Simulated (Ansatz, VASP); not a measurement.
# One calculation of AgCl, two programs

File INCAR:

```
PREC = Accurate
ENCUT = 470
EDIFF = 1E-8
ISMEAR = -5
SIGMA = 0.1
LREAL = False
LASPH = True
NELM = 200
ALGO = Normal
ISIF = 2
LWAVE = False
LCHARG = False
LMAXMIX = 4
LDAU = True
LDAUTYPE = 2
LDAUL = 2 -1
LDAUU = 1 0
LDAUJ = 0 0
LDAUPRINT = 1
GGA = PE
LEFG = True
NBANDS = 20
GGA_COMPAT = False
```

KPOINTS

```
regular mesh
0
Gamma
  9 9 9
```

Contents of POSCAR:

```
AgCl
1.0
    0.0000000000      2.8096430007      2.8096430007
    2.8096430007      0.0000000000      2.8096430007
    2.8096430007      2.8096430007      0.0000000000
Ag Cl
1 1
Direct
    0.5000000000      0.5000000000      0.5000000000
    0.0000000000      0.0000000000      0.0000000000
```

Input for Ansatz:

```yaml
crystal:
  lattice:
    - [0.0, 2.8096430007, 2.8096430007]
    - [2.8096430007, 0.0, 2.8096430007]
    - [2.8096430007, 2.8096430007, 0.0]
  atoms:
    - { symbol: Ag, position: [0.5, 0.5, 0.5] }
    - { symbol: Cl, position: [0.0, 0.0, 0.0] }
kpoints:
  mp_grid: { grid: [9, 9, 9] }
scf:
  occupations: { method: tetrahedron }
hamiltonian:
  xc: pbe
  pseudopotentials: { kind: paw }
  hubbard: { sites: [{ species: Ag, l: d, u_eff: 1.0 }], double_counting: fll }
output:
  forces: true
  stress: true
  eigenvalues: true
  efg: { contact_densities: true }
```

Alike in both runs: task electric field gradients; functional PBE; k mesh 9 × 9 × 9; occupations tetrahedron; no spin polarisation; Hubbard terms Ag d U = 1.0 eV.

|  | VASP | Ansatz |
| --- | --- | --- |
| version | VASP 6.6.1 | Ansatz 0.2.0 |
| potentials or method | VASP PAW PBE potentials, release 64 (Ag_sv_GW, Cl) | PAW with Ansatz's default frozen-core files, scalar-relativistic |
| plane-wave cutoff (eV) | 470 | 420 |
| valence electrons in the cell | 26 | 26 |

```tsv
	VASP	Ansatz	Ansatz less VASP
gap on the k mesh at the Fermi level (eV)	1.11	1.19	+0.077
```

The programs project onto different local orbitals, so the same U acts differently, and such runs can settle in different states. Ansatz's warnings: band table not solved further, tetrahedron derivatives may miss energy slope.
